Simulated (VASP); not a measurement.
**Ni2N: single point with PBE**

Ni2N:

```
Ni N
1.0
     3.45346    0.00000    0.00000
     0.00000    3.45346    0.00000
     0.00000    0.00000    3.01768
Ni N
2 1
Direct
  0.00000 0.50000 0.00000
  0.50000 0.00000 0.00000
  0.00000 0.00000 0.00000
```

The cell was generated, and may not be a known phase.

* Program: VASP 6.6.1
* Task: single point
* Functional: PBE
* Potentials or basis: VASP PAW PBE potentials, release 64 (Ni, N)
* Cutoff: 520 eV
* k mesh: 6 × 6 × 6
* Occupations: gaussian, width 0.1 eV
* Spin: collinear spin, ferromagnetic start
* Starting moments: [2.0, 2.0, 0.0] μB

The pressure is 15.5 GPa and the net moment is 0.00 μB per cell. The valence electrons inside the program's atomic spheres are Ni 9.64; N 3.79.

Stress tensor (GPa, compression positive):
```
23.11  0.00  0.00
 0.00 23.11  0.00
 0.00  0.00  0.25
```

Levels at points of the mesh, in eV from the Fermi level:
Spin up:
```tsv
k point	band 10	band 11	band 12	band 13	band 14	band 15
(0.00, 0.00, 0.00)	-2.02	-1.08	-0.86	-0.86	-0.58	3.57
(0.50, 0.00, 0.00)	-1.40	-1.25	-1.08	0.06	0.96	4.84
(0.50, 0.50, 0.00)	-1.29	-0.51	-0.18	0.91	0.91	2.09
(0.00, 0.00, 0.50)	-1.08	-1.08	-0.65	-0.58	-0.37	3.58
(0.50, 0.00, 0.50)	-1.43	-0.75	0.00	0.13	0.14	3.21
(0.50, 0.50, 0.50)	-0.58	-0.58	1.44	1.91	1.91	2.46
```
Spin down:
```csv
k point,band 9,band 10,band 11,band 12,band 13,band 14,band 15,band 16
"(0.00, 0.00, 0.00)",-2.18,-2.02,-1.08,-0.86,-0.86,-0.58,3.57,8.82
"(0.50, 0.00, 0.00)",-1.89,-1.40,-1.25,-1.08,0.06,0.96,4.84,6.19
"(0.50, 0.50, 0.00)",-1.82,-1.29,-0.51,-0.18,0.91,0.91,2.09,9.43
"(0.00, 0.00, 0.50)",-1.80,-1.08,-1.08,-0.65,-0.58,-0.37,3.58,5.91
"(0.50, 0.00, 0.50)",-1.44,-1.43,-0.75,0.00,0.13,0.14,3.21,6.89
"(0.50, 0.50, 0.50)",-0.65,-0.58,-0.58,1.44,1.91,1.91,2.46,4.08
```

It took 34 s on 1 thread of Intel(R) Xeon(R) 6975P-C (Granite Rapids), on a shared host, peak memory 0.19 GiB.

Caveat: the stress differs along the axes, from 0 to 23 GPa; the moments typed at the start vanished in this run. With open d or f shells a metallic result of PBE can be an artefact of self-interaction; +U or a hybrid may open a gap.
